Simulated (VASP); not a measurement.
Wanted: the native input for a VASP 6.6.1 run.

```
Task                   : single point
Functional             : PBE
Potentials or basis    : VASP PAW PBE potentials, release 64 (Be)
Cutoff                 : 520 eV
k mesh                 : 7 × 7 × 12
Occupations            : fermi-dirac, width 0.05 eV
Spin                   : no spin polarisation
Dipole correction      : no
Further INCAR settings : ALGO = Normal; EDIFF = 1e-06; NBANDS = 12
```

The structure of Be lies in POSCAR:

```
Be
1.0
    3.8202995976      0.0000000000      0.0000000000
    0.0000000000      3.8202995976      0.0000000000
    0.0000000000      0.0000000000      2.3260223395
Be
4
Direct
    0.7974080000      0.2025920000      0.5000000000
    0.2025920000      0.7974080000      0.5000000000
    0.7025920000      0.7025920000      0.0000000000
    0.2974080000      0.2974080000      0.0000000000
```

The input as run:

INCAR

```
SYSTEM = Be
PREC = Accurate
ENCUT = 520
EDIFF = 1E-6
ISMEAR = -1
SIGMA = 0.05
LREAL = .False.
LASPH = .True.
NELM = 80
ALGO = Normal
ISIF = 2
LWAVE = .False.
LCHARG = .True.
GGA = PE
LELF = .True.
LVHAR = .True.
NBANDS = 12
```

KPOINTS

```
regular mesh
0
Gamma
  7 7 12
  0 0 0
```

Potentials or basis: VASP PAW PBE potentials, release 64 (Be).

Launch:

```console
$ cat potpaw_PBE.64/Be/POTCAR > POTCAR
$ mpirun -np 1 vasp_std > vasp.out
```

Results of the run:

- Pressure: -6.2 GPa
- Largest force: 0.034 eV/Å
- Band gap on the k mesh: zero (band 4 reaches 7.33 eV, above the bottom of band 5 at 5.26 eV)

Wall time 32 s on 1 thread of AMD EPYC 7R13, on a shared host, peak memory 0.12 GiB.
